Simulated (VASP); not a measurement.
Write the native input for VASP 6.6.1 that does the following.

| Quantity | Value |
| --- | --- |
| Task | single point |
| Functional | PBE |
| Potentials or basis | VASP PAW PBE potentials, release 64 (Ga_d, As_d) |
| Cutoff | 600 eV |
| k mesh | 8 × 8 × 8 |
| Occupations | fermi-dirac, width 0.02 eV |
| Spin | no spin polarisation |
| Dipole correction | no |
| Second run | valence_matched |
| Further INCAR settings | ALGO = Normal; EDIFF = 1e-06; NBANDS = 21 |

The structure of GaAs lies in POSCAR:

```
GaAs
1.0
    0.0000000000      2.7905888177      2.8692094531
    2.7905888177      0.0000000000      2.8692094531
    2.7905888177      2.7905888177      0.0000000000
Ga As
1 1
Direct
    0.0000000000      0.0000000000      0.0000000000
    0.2500000000      0.2500000000      0.2500000000
```

This cell differs from its parent crystal: epitaxial xy strain -1.5%.

The input as run:

INCAR

```
ALGO     = Normal         # electronic algorithm
EDIFF    = 1E-6           # SCF threshold, eV
ENCUT    = 600            # plane-wave cutoff, eV
GGA      = PE             # functional
GGA_COMPAT= F            
ISIF     = 2              # what is computed and relaxed
ISMEAR   = -1             # smearing method
LASPH    = T              # aspherical terms in the spheres
LCHARG   = F              # write CHGCAR
LREAL    = F              # projectors in reciprocal space
LWAVE    = F              # write WAVECAR
NBANDS   = 21             # bands
NELM     = 120            # most SCF steps
PREC     = Accurate       # precision mode
SIGMA    = 0.02           # smearing width, eV
```

KPOINTS

```
k-points
0
Gamma
  8 8 8
```

Potentials or basis: VASP PAW PBE potentials, release 64 (Ga_d, As_d).

Command:

```console
$ cat potpaw_PBE.64/Ga_d/POTCAR potpaw_PBE.64/As_d/POTCAR > POTCAR
$ mpirun -np 1 vasp_std > vasp.out
```

Results of the run:

```yaml
Pressure: 4.0 GPa
Band_gap_on_the_k_mesh: 0.54 eV, direct
```

Caveat: the cell differs from its parent crystal (epitaxial xy strain -1.5%).

Run time: 36 s on 1 thread of Intel(R) Xeon(R) Platinum 8175M CPU @ 2.50GHz (Skylake/Cascade Lake), on a shared host, peak memory 0.22 GiB.
